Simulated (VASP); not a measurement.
# HfO2 (P-3m1) in VASP: notebook

HfO2 is run at these levels: PBEsol; tasks: single point, relaxation of cell and atoms.

All numbers are computed with VASP 6.6.1; they aren't measurements. Logs are shortened: lines on timing, memory, paths and dates and some standing lists are left out, and cuts for length are marked.

## (1) The cell of the first run

It takes space group P-3m1 (No. 164, trigonal). The conventional cell has a = 3.219 Å, b = 3.219 Å, c = 5.179 Å, α = 90.00°, β = 90.00°, γ = 120.00°. Hf (site symmetry -3m) has 6 O at 2.09 Å within 2.8 Å. O (site symmetry 3m) has 3 Hf at 2.09 Å and 3 O at 2.68 Å within 2.8 Å.

## (2) Single point, PBEsol

File INCAR:

```
SYSTEM = HfO2
PREC = Accurate
ENCUT = 600
EDIFF = 1E-6
ISMEAR = -1
SIGMA = 0.03
LREAL = .False.
LASPH = .True.
NELM = 120
ALGO = Normal
ISIF = 2
LWAVE = .False.
LCHARG = .False.
GGA = PS
NBANDS = 18
GGA_COMPAT = .False.
```

File KPOINTS:

```
regular mesh
0
Gamma
  9 9 4
  0 0 0
```

File POSCAR:

```
HfO2
1.0
    3.2192377283      0.0000000000      0.0000000000
   -1.6096188641      2.7879416535      0.0000000000
    0.0000000000      0.0000000000      5.1790552447
Hf O
1 2
Direct
    0.0000000000      0.0000000000      0.0000000000
    0.6666666667      0.3333333333      0.8136946538
    0.3333333333      0.6666666667      0.1863053462
```

Potentials or basis: VASP PAW PBE potentials, release 64 (Hf_pv, O).

On the command line:

```sh
cat potpaw_PBE.64/Hf_pv/POTCAR potpaw_PBE.64/O/POTCAR > POTCAR
mpirun -np 1 vasp_std > vasp.out
```

OUTCAR:

```text
SYSTEM = HfO2
   PREC = Accurate
   ENCUT = 600
   EDIFF = 1E-6
   ISMEAR = -1
   LREAL = .False.
   LASPH = .True.
   NELM = 120
   ISIF = 2
   GGA = PS

 ion  position               nearest neighbor table
   1  0.000  0.000  0.000-   2 2.09   3 2.09   3 2.09   2 2.09   2 2.09   3 2.09
   2  0.667  0.333  0.814-   1 2.09   1 2.09   1 2.09
   3  0.333  0.667  0.186-   1 2.09   1 2.09   1 2.09

  LATTYP: Found a hexagonal cell.
 ALAT       =     3.2192377283
 C/A-ratio  =     1.6087830977

  Lattice vectors:

 A1 = (   3.2192377283,   0.0000000000,   0.0000000000)
 A2 = (  -1.6096188641,   2.7879416535,   0.0000000000)
 A3 = (   0.0000000000,   0.0000000000,   5.1790552447)

Analysis of symmetry for initial positions (statically):
=====================================================================
 Subroutine PRICEL returns:
 Original cell was already a primitive cell.

 Routine SETGRP: Setting up the symmetry group for a
 hexagonal supercell.

 Subroutine GETGRP returns: Found 12 space group operations
 (whereof 12 operations were pure point group operations)
 out of a pool of 24 trial point group operations.

The static configuration has the point symmetry D_3d.

Analysis of symmetry for dynamics (positions and initial velocities):
=====================================================================
 Subroutine PRICEL returns:
 Original cell was already a primitive cell.

 Routine SETGRP: Setting up the symmetry group for a
 hexagonal supercell.

 Subroutine GETGRP returns: Found 12 space group operations
 (whereof 12 operations were pure point group operations)
 out of a pool of 24 trial point group operations.

The dynamic configuration has the point symmetry D_3d.

 Subroutine INISYM returns: Found 12 space group operations
 (whereof 12 operations are pure point group operations),
 and found     1 'primitive' translations

----------------------------------------------------------------------------------------

                                     Primitive cell

  volume of cell :      46.4823

  direct lattice vectors                    reciprocal lattice vectors
     3.219237728  0.000000000  0.000000000     0.310632542  0.179343782  0.000000000
    -1.609618864  2.787941653  0.000000000     0.000000000  0.358687564  0.000000000
     0.000000000  0.000000000  5.179055245     0.000000000  0.000000000  0.193085409

  length of vectors
     3.219237728  3.219237728  5.179055245     0.358687564  0.358687564  0.193085409

  position of ions in fractional coordinates (direct lattice)
     0.000000000  0.000000000  0.000000000
     0.666666667  0.333333333  0.813694654
     0.333333333  0.666666667  0.186305346

  ion indices of the primitive-cell ions
   primitive index   ion index
                 1           1
                 2           2
                 3           3

----------------------------------------------------------------------------------------

 KPOINTS: regular mesh

Automatic generation of k-mesh.
 Grid dimensions read from file:
 generate k-points for:    9    9    4

 Generating k-lattice:

  Cartesian coordinates                     Fractional coordinates (reciprocal lattice)
     0.034514727  0.019927087  0.000000000     0.111111111 -0.000000000  0.000000000
     0.000000000  0.039854174  0.000000000     0.000000000  0.111111111  0.000000000
     0.000000000  0.000000000  0.048271352     0.000000000  0.000000000  0.250000000

  Length of vectors
     0.039854174  0.039854174  0.048271352

  Shift w.r.t. Gamma in fractional coordinates (k-lattice)
     0.000000000  0.000000000  0.000000000

 Subroutine IBZKPT returns following result:
 ===========================================

 Found     43 irreducible k-points:

 Following reciprocal coordinates:
            Coordinates               Weight
  0.000000  0.000000  0.000000      1.000000
  0.111111 -0.000000  0.000000      6.000000
  0.222222 -0.000000  0.000000      6.000000
  0.333333  0.000000  0.000000      6.000000
  0.444444 -0.000000  0.000000      6.000000
  0.111111  0.111111  0.000000      6.000000
[... 16 lines left out ...]
  0.222222  0.111111  0.250000     12.000000
 -0.111111  0.333333  0.250000     12.000000
 [... further k-points ...]
   k-points           NKPTS =     43   k-points in BZ     NKDIM =     43   number of bands    NBANDS=     18
   number of dos      NEDOS =    301   number of ions     NIONS =      3
   total plane-waves  NPLWV =  32928
   dimension x,y,z NGX =    28 NGY =   28 NGZ =   42
   dimension x,y,z NGXF=    56 NGYF=   56 NGZF=   84
   ions per type =               1   2
   NGX,Y,Z   is equivalent  to a cutoff of  14.46, 14.46, 13.48 a.u.
   NGXF,Y,Z  is equivalent  to a cutoff of  28.92, 28.92, 26.96 a.u.
 SYSTEM =  HfO2
   PREC   = accura    normal or accurate (medium, high low for compatibility)
   ISTART =      0    job   : 0-new  1-cont  2-samecut
   ICHARG =      2    charge: 1-file 2-atom 10-const
   ISPIN  =      1    spin polarized calculation?
   LNONCOLLINEAR =      F non collinear calculations
   LSORBIT =      F    spin-orbit coupling
   LASPH  =      T    aspherical Exc in radial PAW
   ENCUT  =  600.0 eV  44.10 Ry    6.64 a.u.   6.43  6.43 10.34*2*pi/ulx,y,z
   NELM   =    120;   NELMIN=  2; NELMDL= -5     # of ELM steps
   EDIFF  = 0.1E-05   stopping-criterion for ELM
   LREAL  =      F    real-space projection
   EDIFFG = 0.1E-04   stopping-criterion for IOM
   NSW    =      0    number of steps for IOM
   IBRION =     -1    ionic relax: 0-MD 1-quasi-New 2-CG
   NFREE  =      0    steps in history (QN), initial steepest desc. (CG)
   ISIF   =      2    stress and relaxation
   ISYM   =      2    0-nonsym 1-usesym 2-fastsym
   POTIM  = 0.5000    time-step for ionic-motion
   TEBEG  =    0.0;   TEEND  =   0.0 temperature during run
   PSTRESS=    0.0 pullay stress
   NELECT =      22.0000    total number of electrons
   NUPDOWN=      -1.0000    fix difference up-down
   EMIN   =  10.00;   EMAX   =-10.00  energy-range for DOS
   EFERMI =   0.00;   METHOD = LEGACY
   ISMEAR =    -1;   SIGMA  =   0.03  broadening in eV -4-tet -1-fermi 0-gaus
   EFERMI_NEDOS =   21; number of points for ismear=-14 and -15
   IALGO  =     38    algorithm
   IMIX   =      4    mixing-type and parameters
     AMIX     =   0.40;   BMIX     =  1.00
     AMIX_MAG =   1.60;   BMIX_MAG =  1.00
  volume/ion in A,a.u.               =      15.49       104.56
  Fermi-wavevector in a.u.,A,eV,Ry     =   1.275812  2.410935 22.146147  1.627696
  Thomas-Fermi vector in A             =   2.408503
   LORBIT       =      0    0 simple, 1 ext, 2 COOP (PROOUT), +10 PAW based schemes
   GGA     = PS    functional components
   LHFCALC =     F    Hartree Fock is set to
   AEXX    =    0.0000 exact exchange contribution
   IVDW    =     0    specifies the selected vdW correction
   LEPSILON=     F    determine dielectric tensor
   LRPA    =     F    only Hartree local field effects (RPA)
 non-spin polarized calculation
  energy-cutoff  :      600.00
  volume of cell :       46.48
 maximum number of plane-waves:      1572
 NGX is ok and might be reduce to    28
   NGX = 13   NGY = 13   NGZ = 21

 number of electron      22.0000003 magnetization

 Free energy of the ion-electron system (eV)
  ---------------------------------------------------
  ext. energy  EPLUGINS =         0.00000000
  ---------------------------------------------------
  free energy    TOTEN  =       -31.02004479 eV

  energy without entropy =      -31.02004479  energy(sigma->0) =      -31.02004479

 E-fermi :   0.5552     XC(G=0):  -9.5915

 val. band max:       -0.2030550619   @ k =   0.2222   0.1111   0.0000
 cond. band min:       4.5997463256   @ k =   0.4444  -0.0000   0.0000
 fundamental gap:      4.8028013875
 Fermi energy:         0.5551793474

 k-point     1 :       0.0000    0.0000    0.0000
  band No.  band energies     occupation
      1     -29.1349      2.00000
      2     -28.6469      2.00000
      3     -28.6469      2.00000
      4     -17.3185      2.00000
      5     -15.2935      2.00000
      6      -3.8821      2.00000
[... 10 lines left out ...]
     17      10.7729      0.00000
     18      10.7729      0.00000

 k-point     2 :       0.1111   -0.0000    0.0000
  band No.  band energies     occupation
      1     -29.1132      2.00000
      2     -28.7589      2.00000
      3     -28.6664      2.00000
      4     -17.1100      2.00000
      5     -15.4250      2.00000
      6      -3.7947      2.00000
[... 10 lines left out ...]
     17      10.7352      0.00000
     18      11.6298      0.00000

 k-point     3 :       0.2222   -0.0000    0.0000
  band No.  band energies     occupation
      1     -29.0700      2.00000
      2     -29.0161      2.00000
      3     -28.7153      2.00000
      4     -16.6252      2.00000
      5     -15.7015      2.00000
      6      -3.6428      2.00000
[... 10 lines left out ...]
     17      10.7083      0.00000
     18      12.8692      0.00000

 k-point     4 :       0.3333    0.0000    0.0000
  band No.  band energies     occupation
      1     -29.3206      2.00000
      2     -28.9865      2.00000
      3     -28.7702      2.00000
      4     -16.4066      2.00000
      5     -15.6563      2.00000
      6      -3.9859      2.00000
[... 10 lines left out ...]
     17      10.8073      0.00000
     18      13.6582      0.00000

 k-point     5 :       0.4444   -0.0000    0.0000
  band No.  band energies     occupation
      1     -29.4972      2.00000
      2     -28.9432      2.00000
      3     -28.8057      2.00000
      4     -16.5398      2.00000
      5     -15.3320      2.00000
      6      -4.5063      2.00000
[... 10 lines left out ...]
     17      10.9568      0.00000
     18      12.7817      0.00000

 k-point     6 :       0.1111    0.1111    0.0000
  band No.  band energies     occupation
      1     -29.0748      2.00000
      2     -28.9394      2.00000
      3     -28.7104      2.00000
      4     -16.7524      2.00000
      5     -15.6393      2.00000
      6      -3.6067      2.00000
[... 10 lines left out ...]
     17      10.7233      0.00000
     18      12.5693      0.00000

 k-point     7 :       0.2222    0.1111    0.0000
  band No.  band energies     occupation
      1     -29.1950      2.00000
      2     -29.0134      2.00000
      3     -28.7851      2.00000
      4     -16.3001      2.00000
      5     -15.8523      2.00000
      6      -3.5487      2.00000
[... 10 lines left out ...]
     17      10.9110      0.00000
     18      13.4976      0.00000

 k-point     8 :       0.3333    0.1111    0.0000
  band No.  band energies     occupation
      1     -29.4050      2.00000
      2     -28.9579      2.00000
      3     -28.8526      2.00000
      4     -16.3588      2.00000
      5     -15.5604      2.00000
      6      -4.1071      2.00000
[... 10 lines left out ...]
     17      11.3872      0.00000
     18      13.3798      0.00000
[... 229 lines left out ...]
     17      11.1014      0.00000
     18      11.6356      0.00000

 k-point    20 :       0.4444   -0.0000    0.2500
  band No.  band energies     occupation
      1     -29.4971      2.00000
      2     -28.9436      2.00000
      3     -28.8056      2.00000
      4     -16.5417      2.00000
      5     -15.3297      2.00000
      6      -4.5409      2.00000
[... 10 lines left out ...]
     17      10.9562      0.00000
     18      11.5426      0.00000

 k-point    21 :       0.0000    0.4444    0.2500
  band No.  band energies     occupation
      1     -29.4971      2.00000
      2     -28.9436      2.00000
      3     -28.8056      2.00000
      4     -16.5479      2.00000
      5     -15.3206      2.00000
      6      -4.5535      2.00000
[... 10 lines left out ...]
     17      11.2434      0.00000
     18      11.4558      0.00000

 k-point    22 :       0.1111    0.1111    0.2500
  band No.  band energies     occupation
      1     -29.0754      2.00000
      2     -28.9393      2.00000
      3     -28.7103      2.00000
      4     -16.7362      2.00000
      5     -15.6576      2.00000
      6      -3.6983      2.00000
[... 10 lines left out ...]
     17      10.7892      0.00000
     18      11.6169      0.00000

 k-point    23 :       0.2222    0.1111    0.2500
  band No.  band energies     occupation
      1     -29.1949      2.00000
      2     -29.0138      2.00000
      3     -28.7850      2.00000
      4     -16.2814      2.00000
      5     -15.8717      2.00000
      6      -3.5778      2.00000
[... 10 lines left out ...]
     17      10.9537      0.00000
     18      12.3983      0.00000

 k-point    24 :      -0.1111    0.3333    0.2500
  band No.  band energies     occupation
      1     -29.1948      2.00000
      2     -29.0139      2.00000
      3     -28.7850      2.00000
      4     -16.3007      2.00000
      5     -15.8497      2.00000
      6      -3.6594      2.00000
[... 10 lines left out ...]
     17      11.1325      0.00000
     18      11.9433      0.00000

 [... further k-points ...]
[... 5 lines left out ...]
  --------------------------------------------------------------------------------------
  -------------------------------------------------------------------------------------
  Total       -0.7572319     -0.7572319     -0.4461864     -0.0000000      0.0000000     -0.0000000
  in kB      -26.1007043    -26.1007043    -15.3794076     -0.0000000      0.0000000     -0.0000000
  external PRESSURE =     -22.5269388 kB  Pullay stress =       0.0000000 kB

 VOLUME and BASIS-vectors are now :
 -----------------------------------------------------------------------------
  energy-cutoff  :      600.00
  volume of cell :       46.48
      direct lattice vectors                 reciprocal lattice vectors
     3.219237728  0.000000000  0.000000000     0.310632542  0.179343782  0.000000000
    -1.609618864  2.787941653  0.000000000     0.000000000  0.358687564  0.000000000
     0.000000000  0.000000000  5.179055245     0.000000000  0.000000000  0.193085409

 POSITION                                       TOTAL-FORCE (eV/Angst)
 -----------------------------------------------------------------------------------
      0.00000      0.00000      0.00000        -0.000000      0.000000      0.000000
      1.60962      0.92931      4.21417         0.000000      0.000000      0.195393
     -0.00000      1.85863      0.96489        -0.000000      0.000000     -0.195393
 -----------------------------------------------------------------------------------
    total drift:                                0.000000     -0.000000     -0.000000

  FREE ENERGIE OF THE ION-ELECTRON SYSTEM (eV)
  ---------------------------------------------------
  free  energy   TOTEN  =       -31.0200447919 eV

  energy  without entropy=      -31.0200447919  energy(sigma->0) =      -31.02004479
```

Wall time 81 s (1 thread of Intel Xeon 8259CL, shared host); peak memory 0.2 GiB.

What came out:

```yaml
Free_energy: -31.0200 eV
Pressure: -2.3 GPa
Largest_force: 0.195 eV/Å
Band_gap_on_the_k_mesh: 4.80 eV (least direct gap 5.05 eV)
```

Forces on the atoms (eV/Å):
```
Hf   0.000  0.000  0.000
O    0.000  0.000  0.195
O    0.000  0.000 -0.195
```

Caveat: the PAW data sets were made with another functional, which shifts forces and pressure a little; spin-orbit coupling is left out, which moves the levels of the heavy elements; an odd mesh through Γ misses points on the zone boundary, where band edges can lie.

## (3) Relaxation of cell and atoms, PBEsol

This run uses another cell than the first one, of 11.38 Å³/atom.

File INCAR:

```
PREC     = Accurate       # precision mode
ENCUT    = 600            # plane-wave cutoff, eV
EDIFF    = 1E-7           # SCF threshold, eV
ISMEAR   = -1             # smearing method
SIGMA    = 0.03           # smearing width, eV
LREAL    = F              # projectors in reciprocal space
LASPH    = T              # aspherical terms in the spheres
NELM     = 120            # most SCF steps
ALGO     = Normal         # electronic algorithm
ISIF     = 3              # what is computed and relaxed
LWAVE    = F              # write WAVECAR
LCHARG   = F              # write CHGCAR
GGA      = PS             # functional
IBRION   = 2              # ionic algorithm
NSW      = 100            # ionic steps
EDIFFG   = -0.01          # ionic threshold
GGA_COMPAT= F            
NELMIN   = 4
```

File KPOINTS:

```
Automatic mesh
0
Gamma
  9 9 4
```

File POSCAR:

```
HfO2
1.0
    2.8877293400      0.0000000000      0.0000000000
   -1.4438646700      2.5008469700      0.0000000000
    0.0000000000      0.0000000000      4.7258703500
Hf O
1 2
Direct
    0.0000000000      0.0000000000      0.0000000000
    0.6666666700      0.3333333300      0.7620900300
    0.3333333300      0.6666666700      0.2379099700
```

Potentials or basis: VASP PAW PBE potentials, release 64 (Hf_pv, O).

On the command line:

```sh
cat potpaw_PBE.64/Hf_pv/POTCAR potpaw_PBE.64/O/POTCAR > POTCAR
mpirun -np 1 vasp_std > vasp.out
```

It took 17 min on 1 thread of Intel Xeon 8259CL, shared host; peak memory 0.19 GiB.

It converged, with:

| Quantity | Value |
| --- | --- |
| Free energy | -31.0059 eV |
| Relaxed volume | 14.79 Å³/atom |
| Relaxed cell | a = 3.207 Å, b = 3.207 Å, c = 4.982 Å, α = 90.00°, β = 90.00°, γ = 120.00° |
| Space group after relaxing (to 0.1 Å) | P-3m1 (No. 164) |
| Energy gained by relaxing | 478.5 meV/atom |
| Ionic steps | 42 |
| Pressure after relaxing | 0.0 GPa |
| Largest force after relaxing | 0.006 eV/Å |
| Band gap on the k mesh | 4.81 eV (least direct gap 5.08 eV) |

Forces on the atoms (eV/Å):
```
Hf   0.000  0.000  0.000
O    0.000  0.000  0.006
O    0.000  0.000 -0.006
```

The path:
```
step  energy change (eV)  largest force (eV/Å)  pressure (GPa)  volume (Å³)
   1              0.0000                0.1666           43.33        34.13
   3             -1.0392                2.4781           -9.29        40.76
   5             -1.4032                0.1408           -1.16        39.80
   7             -1.4036                0.0870            3.91        39.23
   9             -1.4122                0.0990            0.95        39.79
  11             -1.4287                0.2004            0.06        42.14
  13             -1.4331                0.0428            0.58        42.65
  15             -1.4334                0.0072           -0.06        42.86
  17             -1.4341                0.0630           -0.18        43.15
  19             -1.4343                0.0233            0.31        43.16
  21             -1.4348                0.0377            0.37        43.57
  23             -1.4350                0.0014           -0.11        43.72
  25             -1.4350                0.0023           -0.07        43.72
  27             -1.4351                0.0320           -0.07        43.84
  29             -1.4352                0.0132            0.15        43.85
  31             -1.4353                0.0109            0.09        44.05
  33             -1.4354                0.0058           -0.11        44.22
  35             -1.4353                0.0133           -0.32        44.27
  37             -1.4354                0.0069           -0.17        44.23
  39             -1.4354                0.0087           -0.15        44.26
  41             -1.4354                0.0200           -0.10        44.39
  42             -1.4354                0.0062            0.03        44.37
```

Final structure:
```cif
data_structure
_symmetry_space_group_name_H-M 'P 1'
_symmetry_Int_Tables_number 1
_cell_length_a 3.2067
_cell_length_b 3.2067
_cell_length_c 4.9823
_cell_angle_alpha 90.000
_cell_angle_beta 90.000
_cell_angle_gamma 120.000
_cell_volume 44.37
loop_
_atom_site_label
_atom_site_type_symbol
_atom_site_fract_x
_atom_site_fract_y
_atom_site_fract_z
_atom_site_occupancy
Hf1 Hf 0.00000 0.00000 0.00000 1
O1 O 0.66667 0.33333 0.80730 1
O2 O 0.33333 0.66667 0.19270 1
```

Levels at points of the mesh, in eV from the valence-band top:
```
           k point  band 9  band 10  band 11  band 12  band 13  band 14
(0.00, 0.00, 0.00)   -0.28    -0.25    -0.25     5.21     5.21     5.35
(0.00, 0.00, 0.50)   -1.16    -0.28    -0.28     5.17     5.17     6.24
```

Caveat: the volume moved by over 15 % at a fixed basis, so the end points are rough; the PAW data sets were made with another functional, which shifts forces and pressure a little; spin-orbit coupling is left out, which moves the levels of the heavy elements; an odd mesh through Γ misses points on the zone boundary, where band edges can lie.
